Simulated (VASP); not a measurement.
Here is a VASP 6.6.1 calculation.

File INCAR:

```
SYSTEM = AlFe3
  PREC = Accurate
  ENCUT = 600
  EDIFF = 1E-6
  ISMEAR = 0
  SIGMA = 0.1
  LREAL = .False.
  LASPH = .True.
  NELM = 150
  ALGO = Fast
  ISIF = 3
  LWAVE = .False.
  LCHARG = .False.
  ISPIN = 2
  MAGMOM = 0 2.65 2.19 2.19
  LORBIT = 11
  LMAXMIX = 4
  GGA = PS
  IBRION = 2
  NSW = 100
  EDIFFG = -0.05
```

The input KPOINTS:

```
Automatic mesh
0
Gamma
  6 6 6
  0 0 0
```

Contents of POSCAR:

```
AlFe3
1.0
    0.0000000000      2.8871421494      2.8871421494
    2.8871421494      0.0000000000      2.8871421494
    2.8871421494      2.8871421494      0.0000000000
Al Fe
1 3
Direct
    0.0000000000      0.0000000000      0.0000000000
    0.5000000000      0.5000000000      0.5000000000
    0.2500000000      0.2500000000      0.2500000000
    0.7500000000      0.7500000000      0.7500000000
```

Potentials or basis: VASP PAW PBE potentials, release 64 (Al, Fe).

Command:

```console
$ cat potpaw_PBE.64/Al/POTCAR potpaw_PBE.64/Fe/POTCAR > POTCAR
$ mpirun -np 1 vasp_std > vasp.out
```

**Question.** What does it give for the site moments?

**Answer.** Al -0.05; Fe +2.36, +1.85 (each value once) μB.

**Question.** Predict the space group after relaxing (to 0.1 Å).

**Answer.** Fm-3m (No. 225).

Final structure:
```
Al Fe
1.0
     0.00000    2.83528    2.83528
     2.83528    0.00000    2.83528
     2.83528    2.83528    0.00000
Al Fe
1 3
Direct
  0.00000 0.00000 0.00000
  0.50000 0.50000 0.50000
  0.25000 0.25000 0.25000
  0.75000 0.75000 0.75000
```
